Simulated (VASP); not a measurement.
Write the native input for VASP 6.6.1 that does the following.

```
Task                   : single point
Functional             : PBE
Potentials or basis    : VASP PAW PBE potentials, release 64 (Hf_pv, O)
Cutoff                 : 520 eV
k mesh                 : 12 × 12 × 6
Occupations            : gaussian, width 0.05 eV
Spin                   : no spin polarisation
Dipole correction      : no
Further INCAR settings : ALGO = Normal; EDIFF = 1e-07; NBANDS = 18
```

The structure of HfO2 lies in POSCAR:

```
HfO2
1.0
    3.2522111955      0.0000000000      0.0000000000
   -1.6261055978      2.8164975138      0.0000000000
    0.0000000000      0.0000000000      5.6017024625
Hf O
1 2
Direct
    0.0000000000      0.0000000000      0.0000000000
    0.3688384241      0.7376768483      0.1731211689
    0.6666666667      0.3333333333      0.8268788311
```

This cell differs from its parent crystal: atom 2 (O) moved 0.2 Å along y.

The input as run:

INCAR

```
SYSTEM = HfO2
PREC = Accurate
ENCUT = 520
EDIFF = 1E-7
ISMEAR = 0
SIGMA = 0.05
LREAL = .False.
LASPH = .True.
NELM = 100
ALGO = Normal
ISIF = 2
LWAVE = .False.
LCHARG = .True.
GGA = PE
LELF = .True.
LVHAR = .True.
NBANDS = 18
```

KPOINTS

```
Automatic mesh
0
Gamma
  12 12 6
  0 0 0
```

Potentials or basis: VASP PAW PBE potentials, release 64 (Hf_pv, O).

Command:

```bash
$ cat potpaw_PBE.64/Hf_pv/POTCAR potpaw_PBE.64/O/POTCAR > POTCAR
$ mpirun -np 1 vasp_std > vasp.out
```

Results of the run:

```yaml
Pressure: -0.1 GPa
Largest_force: 1.488 eV/Å
Band_gap_on_the_k_mesh: 4.62 eV, indirect (least direct gap 4.89 eV)
```

Caveat: the cell differs from its parent crystal (atom 2 (O) moved 0.2 Å along y); spin-orbit coupling is left out, which moves the levels of the heavy elements; forces of over 1 eV/Å act on the atoms, so gaps and moduli don't describe the material at rest.

It took 4.7 min on 1 thread of AMD EPYC 7R13, on a shared host, peak memory 0.3 GiB.
